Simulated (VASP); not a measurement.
Wanted: the native input for a VASP 6.6.1 run.

```yaml
Task: single point
Functional: PBE
Potentials_or_basis: VASP PAW PBE potentials, release 64 (K_sv)
Cutoff: 520 eV
k_mesh: 12 × 12 × 12
Occupations: gaussian, width 0.1 eV
Spin: no spin polarisation
Dipole_correction: no
Further_INCAR_settings: ALGO = Fast; EDIFF = 1e-06; NBANDS = 10
```

The structure of K lies in POSCAR:

```
K
1.0
    2.5789618011     -3.7660078788     -0.1280380238
    2.5789618011      3.7660078788     -0.1280380238
   -2.3866808669      0.0000000000      3.8886662057
K
1
Direct
    0.0000000000      0.0000000000      0.5000000000
```

These files were run (other wordings do the same):

INCAR

```
SYSTEM = K
ALGO = Fast
EDIFF = 1E-6
ENCUT = 520
GGA = PE
ISIF = 2
ISMEAR = 0
LASPH = .TRUE.
LCHARG = .TRUE.
LELF = .TRUE.
LREAL = .FALSE.
LVHAR = .TRUE.
LWAVE = .FALSE.
NBANDS = 10
NELM = 100
PREC = Accurate
SIGMA = 0.1
```

KPOINTS

```
k-points
0
G
  12 12 12
  0 0 0
```

Potentials or basis: VASP PAW PBE potentials, release 64 (K_sv).

Launch:

```sh
$ cat potpaw_PBE.64/K_sv/POTCAR > POTCAR
$ mpirun -np 1 vasp_std > vasp.out
```

Results of the run:

```yaml
Pressure: 0.0 GPa
Band_gap_on_the_k_mesh: zero (an odd number of electrons rules out a gap without spin polarisation)
```

Wall time 8.9 min on 1 thread of Oxide Virtual Turin-like Processor (shared host), peak memory 0.42 GiB.
